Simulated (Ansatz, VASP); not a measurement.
## One calculation of CoO, two programs

```xyz
2
Lattice="0.0000 2.1315 2.1315 2.1315 0.0000 2.1315 2.1315 2.1315 0.0000" Properties=species:S:1:pos:R:3 pbc="T T T"
Co    0.0000    0.0000    0.0000
O     2.1315    2.1315    2.1315
```

Alike in both runs: task single point; functional PBE; k mesh 10 × 10 × 10; occupations gaussian, width 0.05 eV; collinear spin; Hubbard terms Co d U = 3.3 eV.

|  | VASP | Ansatz |
| --- | --- | --- |
| version | VASP 6.6.1 | Ansatz 0.2.0 |
| potentials or method | VASP PAW PBE potentials, release 64 (Co_sv, O), cutoff 700 eV | scalar-relativistic, plane waves, PAW |
| valence electrons in the cell | 23 | 23 |

|  | VASP | Ansatz | Ansatz less VASP |
| --- | --- | --- | --- |
| pressure (GPa) | -1.0 | 8.2 | +9.21 |
| net moment per atom (μB) | 1.50 | 1.50 | 0.000 |
| size of the moment on the site where the two differ most (μB) | 2.69 | 2.60 | -0.089 |

Site moments also hang on the region over which each program counts them. The programs project onto different local orbitals, so the same U acts differently, and such runs can settle in different states. Ansatz's warnings: stability check not made.
